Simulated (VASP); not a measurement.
# Fe (P6_3/mmc) in VASP: notebook

The runs below take Fe through single point, with SVWN5, PBE.

Program: VASP 6.6.1. These are calculated values, not measurements. Logs are shortened: lines on timing, memory, paths and dates and some standing lists are left out, and cuts for length are marked.

### Step 1. The cell of the first run

The structure is hexagonal, space group P6_3/mmc (No. 194). The conventional cell has a = 2.384 Å, b = 2.384 Å, c = 3.764 Å, α = 90.00°, β = 90.00°, γ = 120.00°. Fe (site symmetry -6m2) has 12 Fe at 2.33 to 2.38 Å within 3.1 Å.

### Step 2. Single point, SVWN5, collinear spin, ferromagnetic start

INCAR

```
PREC     = Accurate       # precision mode
ENCUT    = 520            # plane-wave cutoff, eV
EDIFF    = 1E-6           # SCF threshold, eV
ISMEAR   = -1             # smearing method
SIGMA    = 0.05           # smearing width, eV
LREAL    = False          # projectors in reciprocal space
LASPH    = True           # aspherical terms in the spheres
NELM     = 150            # most SCF steps
ALGO     = Normal         # electronic algorithm
ISIF     = 2              # what is computed and relaxed
LWAVE    = False          # write WAVECAR
LCHARG   = False          # write CHGCAR
ISPIN    = 2              # spin polarisation
MAGMOM   = 3 3            # initial moments
LORBIT   = 11             # projections on sites
LMAXMIX  = 4              # l up to which the mixer works
GGA      = VW             # functional
NBANDS   = 19             # bands
```

KPOINTS

```
Automatic mesh
0
Gamma
  12 12 7
```

POSCAR

```
Fe
1.0
    2.3844669570      0.0000000000      0.0000000000
   -1.1922334785      2.0650089592      0.0000000000
    0.0000000000      0.0000000000      3.7635056374
Fe
2
Direct
    0.6666666667      0.3333333333      0.7500000000
    0.3333333333      0.6666666667      0.2500000000
```

Potentials or basis: VASP PAW PBE potentials, release 64 (Fe).

Command:

```bash
$ cat potpaw_PBE.64/Fe/POTCAR > POTCAR
$ mpirun -np 1 vasp_std > vasp.out
```

OUTCAR:

```text
PREC = Accurate
   ENCUT = 520
   EDIFF = 1E-6
   ISMEAR = -1
   LREAL = False
   LASPH = True
   NELM = 150
   ISIF = 2
   ISPIN = 2
   LORBIT = 11
   GGA = VW

 ion  position               nearest neighbor table
   1  0.667  0.333  0.750-   2 2.33   2 2.33   2 2.33   2 2.33   2 2.33   2 2.33
   2  0.333  0.667  0.250-   1 2.33   1 2.33   1 2.33   1 2.33   1 2.33   1 2.33

  LATTYP: Found a hexagonal cell.
 ALAT       =     2.3844669570
 C/A-ratio  =     1.5783425417

  Lattice vectors:

 A1 = (   2.3844669570,   0.0000000000,   0.0000000000)
 A2 = (  -1.1922334785,   2.0650089592,   0.0000000000)
 A3 = (   0.0000000000,   0.0000000000,   3.7635056374)

Analysis of symmetry for initial positions (statically):
=====================================================================
 Subroutine PRICEL returns:
 Original cell was already a primitive cell.

 Routine SETGRP: Setting up the symmetry group for a
 hexagonal supercell.

 Subroutine GETGRP returns: Found 24 space group operations
 (whereof 12 operations were pure point group operations)
 out of a pool of 24 trial point group operations.

The static configuration has the point symmetry D_3d.
 The point group associated with its full space group is D_6h.

Analysis of symmetry for dynamics (positions and initial velocities):
=====================================================================
 Subroutine PRICEL returns:
 Original cell was already a primitive cell.

 Routine SETGRP: Setting up the symmetry group for a
 hexagonal supercell.

 Subroutine GETGRP returns: Found 24 space group operations
 (whereof 12 operations were pure point group operations)
 out of a pool of 24 trial point group operations.

The dynamic configuration has the point symmetry D_3d.
 The point group associated with its full space group is D_6h.

Analysis of structural, dynamic, and magnetic symmetry:
=====================================================================
 Subroutine PRICEL returns:
 Original cell was already a primitive cell.

 Routine SETGRP: Setting up the symmetry group for a
 hexagonal supercell.

 Subroutine GETGRP returns: Found 24 space group operations
 (whereof 12 operations were pure point group operations)
 out of a pool of 24 trial point group operations.

The overall configuration has the point symmetry D_3d.
 The point group associated with its full space group is D_6h.

 Subroutine INISYM returns: Found 24 space group operations
 (whereof 12 operations are pure point group operations),
 and found     1 'primitive' translations

----------------------------------------------------------------------------------------

                                     Primitive cell

  volume of cell :      18.5313

  direct lattice vectors                    reciprocal lattice vectors
     2.384466957  0.000000000  0.000000000     0.419380943  0.242129700  0.000000000
    -1.192233478  2.065008959  0.000000000     0.000000000  0.484259400  0.000000000
     0.000000000  0.000000000  3.763505637     0.000000000  0.000000000  0.265709712

  length of vectors
     2.384466957  2.384466957  3.763505637     0.484259400  0.484259400  0.265709712

  position of ions in fractional coordinates (direct lattice)
     0.666666667  0.333333333  0.750000000
     0.333333333  0.666666667  0.250000000

  ion indices of the primitive-cell ions
   primitive index   ion index
                 1           1
                 2           2

----------------------------------------------------------------------------------------

 KPOINTS: Automatic mesh

Automatic generation of k-mesh.
 Grid dimensions read from file:
 generate k-points for:   12   12    7

 Generating k-lattice:

  Cartesian coordinates                     Fractional coordinates (reciprocal lattice)
     0.034948412  0.020177475  0.000000000     0.083333333  0.000000000  0.000000000
     0.000000000  0.040354950  0.000000000     0.000000000  0.083333333  0.000000000
     0.000000000  0.000000000  0.037958530     0.000000000  0.000000000  0.142857143

  Length of vectors
     0.040354950  0.040354950  0.037958530

  Shift w.r.t. Gamma in fractional coordinates (k-lattice)
     0.000000000  0.000000000  0.000000000

 Subroutine IBZKPT returns following result:
 ===========================================

 Found     76 irreducible k-points:

 Following reciprocal coordinates:
            Coordinates               Weight
  0.000000  0.000000  0.000000      1.000000
  0.083333  0.000000  0.000000      6.000000
  0.166667  0.000000  0.000000      6.000000
  0.250000  0.000000  0.000000      6.000000
  0.333333  0.000000  0.000000      6.000000
  0.416667  0.000000  0.000000      6.000000
[... 16 lines left out ...]
  0.250000  0.000000  0.142857     12.000000
  0.333333  0.000000  0.142857     12.000000
 [... further k-points ...]
   k-points           NKPTS =     76   k-points in BZ     NKDIM =     76   number of bands    NBANDS=     19
   number of dos      NEDOS =    301   number of ions     NIONS =      2
   total plane-waves  NPLWV =   9072
   dimension x,y,z NGX =    18 NGY =   18 NGZ =   28
   dimension x,y,z NGXF=    36 NGYF=   36 NGZF=   56
   ions per type =               2
   NGX,Y,Z   is equivalent  to a cutoff of  12.55, 12.55, 12.37 a.u.
   NGXF,Y,Z  is equivalent  to a cutoff of  25.10, 25.10, 24.74 a.u.
 SYSTEM =  unknown system
   PREC   = accura    normal or accurate (medium, high low for compatibility)
   ISTART =      0    job   : 0-new  1-cont  2-samecut
   ICHARG =      2    charge: 1-file 2-atom 10-const
   ISPIN  =      2    spin polarized calculation?
   LNONCOLLINEAR =      F non collinear calculations
   LSORBIT =      F    spin-orbit coupling
   LASPH  =      T    aspherical Exc in radial PAW
   ENCUT  =  520.0 eV  38.22 Ry    6.18 a.u.   4.43  4.43  7.00*2*pi/ulx,y,z
   NELM   =    150;   NELMIN=  2; NELMDL= -5     # of ELM steps
   EDIFF  = 0.1E-05   stopping-criterion for ELM
   LREAL  =      F    real-space projection
   EDIFFG = 0.1E-04   stopping-criterion for IOM
   NSW    =      0    number of steps for IOM
   IBRION =     -1    ionic relax: 0-MD 1-quasi-New 2-CG
   NFREE  =      0    steps in history (QN), initial steepest desc. (CG)
   ISIF   =      2    stress and relaxation
   ISYM   =      2    0-nonsym 1-usesym 2-fastsym
   POTIM  = 0.5000    time-step for ionic-motion
   TEBEG  =    0.0;   TEEND  =   0.0 temperature during run
   PSTRESS=    0.0 pullay stress
   NELECT =      16.0000    total number of electrons
   NUPDOWN=      -1.0000    fix difference up-down
   EMIN   =  10.00;   EMAX   =-10.00  energy-range for DOS
   EFERMI =   0.00;   METHOD = LEGACY
   ISMEAR =    -1;   SIGMA  =   0.05  broadening in eV -4-tet -1-fermi 0-gaus
   EFERMI_NEDOS =   21; number of points for ismear=-14 and -15
   IALGO  =     38    algorithm
   IMIX   =      4    mixing-type and parameters
     AMIX     =   0.40;   BMIX     =  1.00
     AMIX_MAG =   1.60;   BMIX_MAG =  1.00
  volume/ion in A,a.u.               =       9.27        62.53
  Fermi-wavevector in a.u.,A,eV,Ry     =   1.558881  2.945857 33.063641  2.430109
  Thomas-Fermi vector in A             =   2.662321
   LORBIT       =     11    0 simple, 1 ext, 2 COOP (PROOUT), +10 PAW based schemes
   GGA     = VW    functional components
   LHFCALC =     F    Hartree Fock is set to
   AEXX    =    0.0000 exact exchange contribution
   IVDW    =     0    specifies the selected vdW correction
   LEPSILON=     F    determine dielectric tensor
   LRPA    =     F    only Hartree local field effects (RPA)
 spin polarized calculation
  energy-cutoff  :      520.00
  volume of cell :       18.53
 maximum number of plane-waves:       523
 NGX is ok and might be reduce to    18
   NGX =  9   NGY =  9   NGZ = 13

 number of electron      16.0000000 magnetization       0.1708636

 Free energy of the ion-electron system (eV)
  ---------------------------------------------------
  ext. energy  EPLUGINS =         0.00000000
  ---------------------------------------------------
  free energy    TOTEN  =        24.19667007 eV

  energy without entropy =       24.21353174  energy(sigma->0) =       24.20510090

 E-fermi :   7.6801     XC(G=0): -14.6310

 val. band max:        7.6790555161   @ k =   0.3333   0.0000   0.2857
 cond. band min:       7.6802266211   @ k =   0.1667   0.1667   0.1429
 fundamental gap:      0.0011711050
 Fermi energy:         7.6801335779

 spin component 1

 k-point     1 :       0.0000    0.0000    0.0000
  band No.  band energies     occupation
      1      -1.8156      1.00000
      2       2.0550      1.00000
      3       5.6660      1.00000
      4       5.6660      1.00000
      5       5.8328      1.00000
      6       6.2098      1.00000
[... 11 lines left out ...]
     18      35.5295      0.00000
     19      36.4234      0.00000

 k-point     2 :       0.0833    0.0000    0.0000
  band No.  band energies     occupation
      1      -1.5373      1.00000
      2       2.2374      1.00000
      3       5.3326      1.00000
      4       5.8320      1.00000
      5       6.0780      1.00000
      6       6.1557      1.00000
[... 11 lines left out ...]
     18      35.6643      0.00000
     19      37.0485      0.00000

 k-point     3 :       0.1667    0.0000    0.0000
  band No.  band energies     occupation
      1      -0.7430      1.00000
      2       2.6846      1.00000
      3       4.8664      1.00000
      4       5.2931      1.00000
      5       5.9026      1.00000
      6       6.2050      1.00000
[... 434 lines left out ...]
      1       0.5930      1.00000
      2       3.1142      1.00000
      3       4.1059      1.00000
      4       4.6191      1.00000
      5       5.5836      1.00000
      6       5.9151      1.00000
[... 11 lines left out ...]
     18      33.6550      0.00000
     19      36.6626      0.00000

 k-point    24 :       0.3333    0.0000    0.1429
  band No.  band energies     occupation
      1       1.6584      1.00000
      2       2.9843      1.00000
      3       3.5510      1.00000
      4       4.5484      1.00000
      5       5.6887      1.00000
      6       5.7812      1.00000
[... 11 lines left out ...]
     18      32.7689      0.00000
     19      34.8631      0.00000

 [... further k-points ...]

 spin component 2

 k-point     1 :       0.0000    0.0000    0.0000
  band No.  band energies     occupation
      1      -1.7796      1.00000
      2       2.1408      1.00000
      3       5.8136      1.00000
      4       5.8136      1.00000
      5       5.9755      1.00000
      6       6.3654      1.00000
[... 11 lines left out ...]
     18      35.5993      0.00000
     19      36.4964      0.00000

 k-point     2 :       0.0833    0.0000    0.0000
  band No.  band energies     occupation
      1      -1.5011      1.00000
      2       2.3249      1.00000
      3       5.4734      1.00000
      4       5.9813      1.00000
      5       6.2274      1.00000
      6       6.3075      1.00000
[... 11 lines left out ...]
     18      35.6906      0.00000
     19      37.0631      0.00000

 k-point     3 :       0.1667    0.0000    0.0000
  band No.  band energies     occupation
      1      -0.7054      1.00000
      2       2.7775      1.00000
      3       4.9988      1.00000
      4       5.4103      1.00000
      5       6.0503      1.00000
      6       6.3616      1.00000
[... 434 lines left out ...]
      1       0.6357      1.00000
      2       3.2150      1.00000
      3       4.2123      1.00000
      4       4.7409      1.00000
      5       5.7236      1.00000
      6       6.0676      1.00000
[... 11 lines left out ...]
     18      33.6855      0.00000
     19      36.7245      0.00000

 k-point    24 :       0.3333    0.0000    0.1429
  band No.  band energies     occupation
      1       1.7173      1.00000
      2       3.0901      1.00000
      3       3.6526      1.00000
      4       4.6638      1.00000
      5       5.8384      1.00000
      6       5.9141      1.00000
[... 11 lines left out ...]
     18      32.7976      0.00000
     19      34.9338      0.00000

 [... further k-points ...]
[... 5 lines left out ...]
  --------------------------------------------------------------------------------------
  -------------------------------------------------------------------------------------
  Total        1.2039010      1.2039010      1.4540425     -0.0000000     -0.0000000      0.0000000
  in kB      104.0867720    104.0867720    125.7134821     -0.0000000     -0.0000000      0.0000000
  external PRESSURE =     111.2956754 kB  Pullay stress =       0.0000000 kB

 VOLUME and BASIS-vectors are now :
 -----------------------------------------------------------------------------
  energy-cutoff  :      520.00
  volume of cell :       18.53
      direct lattice vectors                 reciprocal lattice vectors
     2.384466957  0.000000000  0.000000000     0.419380943  0.242129700  0.000000000
    -1.192233478  2.065008959  0.000000000     0.000000000  0.484259400  0.000000000
     0.000000000  0.000000000  3.763505637     0.000000000  0.000000000  0.265709712

 POSITION                                       TOTAL-FORCE (eV/Angst)
 -----------------------------------------------------------------------------------
      1.19223      0.68834      2.82263        -0.000000      0.000000      0.000000
     -0.00000      1.37667      0.94088         0.000000     -0.000000      0.000000
 -----------------------------------------------------------------------------------
    total drift:                                0.000000     -0.000000     -0.000000

  FREE ENERGIE OF THE ION-ELECTRON SYSTEM (eV)
  ---------------------------------------------------
  free  energy   TOTEN  =        24.1966700669 eV

  energy  without entropy=       24.2135317396  energy(sigma->0) =       24.20510090

 total charge

# of ion       s       p       d       tot
------------------------------------------
    1        0.588   0.736   6.470   7.793
    2        0.588   0.736   6.470   7.793
--------------------------------------------------
tot          1.175   1.471  12.940  15.587

 magnetization (x)

# of ion       s       p       d       tot
------------------------------------------
    1       -0.002  -0.004   0.086   0.081
    2       -0.002  -0.004   0.086   0.081
--------------------------------------------------
tot         -0.004  -0.008   0.173   0.161
```

It took 1.9 min on 1 thread of AMD EPYC 7R13, shared host; peak memory 0.12 GiB.

What came out:

* Free energy: 24.1967 eV
* Pressure: 11.1 GPa
* Net moment: 0.17 μB per cell
* Site moments: Fe +0.08 μB
* Valence electrons inside the program's atomic spheres: Fe 7.79

Caveat: the PAW data sets were made with another functional, which shifts forces and pressure a little.

### Step 3. Single point, SVWN5, collinear spin, ferromagnetic start

This run uses another cell than the first one, of 9.46 Å³/atom, 1.021 times its volume.

INCAR

```
ALGO = Normal ; EDIFF = 1E-7
ENCUT = 520 ; GGA = VW
ISIF = 2 ; ISMEAR = -1
ISPIN = 2 ; LASPH = True
LCHARG = True ; LELF = True
LMAXMIX = 4 ; LORBIT = 11
LREAL = False ; LVHAR = True
LWAVE = False ; MAGMOM = 3 3
NBANDS = 19 ; NELM = 150
PREC = Accurate ; SIGMA = 0.05
```

KPOINTS

```
k-points
0
Gamma
  12 12 7
```

POSCAR

```
Fe
1.0
    2.4012595311      0.0000000000      0.0000000000
   -1.2006297656      2.0795517550      0.0000000000
    0.0000000000      0.0000000000      3.7900100715
Fe
2
Direct
    0.6666666667      0.3333333333      0.7500000000
    0.3333333333      0.6666666667      0.2500000000
```

Potentials or basis: VASP PAW PBE potentials, release 64 (Fe).

Command:

```bash
$ cat potpaw_PBE.64/Fe/POTCAR > POTCAR
$ mpirun -np 1 vasp_std > vasp.out
```

Wall time 2.3 min (1 thread of AMD EPYC 7R13, shared host); peak memory 0.12 GiB.

The run converged. Its results:

* Free energy: 24.1789 eV
* Pressure: 3.1 GPa
* Net moment: 0.18 μB per cell
* Site moments: Fe +0.09 μB
* Valence electrons inside the program's atomic spheres: Fe 7.73

Stress tensor (GPa, compression positive):
```
2.51 0.00 0.00
0.00 2.51 0.00
0.00 0.00 4.24
```

Levels at points of the mesh, in eV from the Fermi level:
Spin up:
```
           k point  band 6  band 7  band 8  band 9  band 10  band 11
(0.00, 0.00, 0.00)   -1.43   -1.43   -1.05   -1.05     0.61     0.70
(0.50, 0.00, 0.00)   -1.77   -1.27    0.81    1.06     1.11     2.88
```
Spin down:
```
           k point  band 4  band 5  band 6  band 7  band 8  band 9  band 10  band 11  band 12  band 13
(0.00, 0.00, 0.00)   -1.80   -1.65   -1.27   -1.27   -0.89   -0.89     0.65     0.88     0.88     9.63
(0.50, 0.00, 0.00)   -2.17   -2.15   -1.62   -1.13    0.99    1.25     1.30     3.02     5.33    12.04
```

Caveat: the PAW data sets were made with another functional, which shifts forces and pressure a little.

### Step 4. Single point, SVWN5, collinear spin, ferromagnetic start

This run uses another cell than the first one, of 9.66 Å³/atom, 1.043 times its volume.

INCAR

```
PREC = Accurate
ENCUT = 520
EDIFF = 1E-6
ISMEAR = -1
SIGMA = 0.05
LREAL = False
LASPH = True
NELM = 150
ALGO = Normal
ISIF = 2
LWAVE = False
LCHARG = True
ISPIN = 2
MAGMOM = 3 3
LORBIT = 11
LMAXMIX = 4
GGA = VW
LELF = True
LVHAR = True
NBANDS = 19
```

KPOINTS

```
regular mesh
0
Gamma
  12 12 7
```

POSCAR

```
Fe
1.0
    2.4178204650      0.0000000000      0.0000000000
   -1.2089102325      2.0938939445      0.0000000000
    0.0000000000      0.0000000000      3.8161488980
Fe
2
Direct
    0.6666666667      0.3333333333      0.7500000000
    0.3333333333      0.6666666667      0.2500000000
```

Command:

```bash
$ cat potpaw_PBE.64/Fe/POTCAR > POTCAR
$ mpirun -np 1 vasp_std > vasp.out
```

Run time: 2.1 min. Hardware: 1 thread of AMD EPYC 7R13, shared host; peak memory 0.12 GiB.

It converged, with:

```yaml
Free_energy: 24.1799 eV
Pressure: -4.1 GPa
Net_moment: 0.19 μB per cell
Site_moments: Fe +0.09 μB
Valence_electrons_inside_the_program's_atomic_spheres: Fe 7.67
```

Stress tensor (GPa, compression positive):
```
-4.51  0.00  0.00
 0.00 -4.51  0.00
 0.00  0.00 -3.18
```

Levels at points of the mesh, in eV from the Fermi level:
Spin up:
| k point | band 5 | band 6 | band 7 | band 8 | band 9 | band 10 | band 11 | band 12 |
| --- | --- | --- | --- | --- | --- | --- | --- | --- |
| (0.00, 0.00, 0.00) | -1.74 | -1.39 | -1.39 | -1.03 | -1.03 | 0.60 | 0.67 | 0.67 |
| (0.50, 0.00, 0.00) | -2.20 | -1.72 | -1.24 | 0.78 | 1.03 | 1.08 | 2.80 | 5.07 |
Spin down:
```
           k point  band 5  band 6  band 7  band 8  band 9  band 10  band 11  band 12
(0.00, 0.00, 0.00)   -1.59   -1.23   -1.23   -0.86   -0.86     0.64     0.86     0.86
(0.50, 0.00, 0.00)   -2.08   -1.57   -1.09    0.97    1.22     1.27     2.95     5.20
```

Caveat: the PAW data sets were made with another functional, which shifts forces and pressure a little.

(Continued in part 2 of 2.)
